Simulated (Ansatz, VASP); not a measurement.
# K2Sc4Si: VASP beside Ansatz

Contents of INCAR:

```
SYSTEM = K2Sc4Si
  PREC = Accurate
  ENCUT = 600
  EDIFF = 1E-7
  ISMEAR = 0
  SIGMA = 0.1
  LREAL = .FALSE.
  LASPH = .TRUE.
  NELM = 60
  ALGO = Normal
  ISIF = 3
  LWAVE = .FALSE.
  LCHARG = .FALSE.
  GGA = PE
  IBRION = 2
  NSW = 90
  EDIFFG = -0.04
```

Contents of KPOINTS:

```
regular mesh
0
G
  3 3 4
  0 0 0
```

The input POSCAR:

```
K2Sc4Si
1.0
    5.9931143900      0.0000000000      0.0000000000
   -2.9965572000      5.1901893100      0.0000000000
    0.0000000000      0.0000000000      5.6477234100
K Sc Si
2 4 1
Direct
    0.3333333300      0.6666666700      0.5000000000
    0.6666666700      0.3333333300      0.5000000000
    0.5000000000      0.0000000000      0.0000000000
    0.0000000000      0.5000000000      0.0000000000
    0.5000000000      0.5000000000      0.0000000000
    0.0000000000      0.0000000000      0.5000000000
    0.0000000000      0.0000000000      0.0000000000
```

Input for Ansatz:

```yaml
crystal:
  lattice:
    - [5.99311439, 0.0, 0.0]
    - [-2.9965572, 5.19018931, 0.0]
    - [0.0, 0.0, 5.64772341]
  atoms:
    - { symbol: K, position: [0.33333333, 0.66666667, 0.5] }
    - { symbol: K, position: [0.66666667, 0.33333333, 0.5] }
    - { symbol: Sc, position: [0.5, 0.0, 0.0] }
    - { symbol: Sc, position: [0.0, 0.5, 0.0] }
    - { symbol: Sc, position: [0.5, 0.5, 0.0] }
    - { symbol: Sc, position: [0.0, 0.0, 0.5] }
    - { symbol: Si, position: [0.0, 0.0, 0.0] }
basis:
  ecutwfc: 420
kpoints:
  mp_grid: { grid: [3, 3, 4] }
hamiltonian:
  xc: pbe
scf:
  occupations: { method: gaussian, width: 0.1 }
  lower_state_search: "off"
output:
  forces: true
  stress: true
  eigenvalues: true
relax:
  adjacent_minimum: "off"
  f_tol: 0.04
  max_steps: 70
  cell: { stress_tol: 0.4 }
```

Alike in both runs: task relaxation of cell and atoms; functional PBE; k mesh 3 × 3 × 4; occupations gaussian, width 0.1 eV; no spin polarisation.

```csv
,VASP,Ansatz
version,VASP 6.6.1,Ansatz 0.2.0
potentials or method,"VASP PAW PBE potentials, release 64 (K_sv, Sc_sv, Si), cutoff 600 eV","scalar-relativistic, plane waves, PAW"
valence electrons in the cell,66,66
```

|  | VASP | Ansatz | Ansatz less VASP |
| --- | --- | --- | --- |
| gap on the k mesh at the Fermi level, each at its own relaxed structure (eV) | none | none | - |
| relaxed volume (Å³/atom) | 28.40 | 28.27 | -0.136 |
| relaxed length of the cell vector where the two differ most in proportion (Å) | 6.069 | 6.030 | -0.0384 |

A gap of «none» marks a metal or a gap that the smearing closes.

The k mesh is coarse, so the values compare programs but aren't converged.
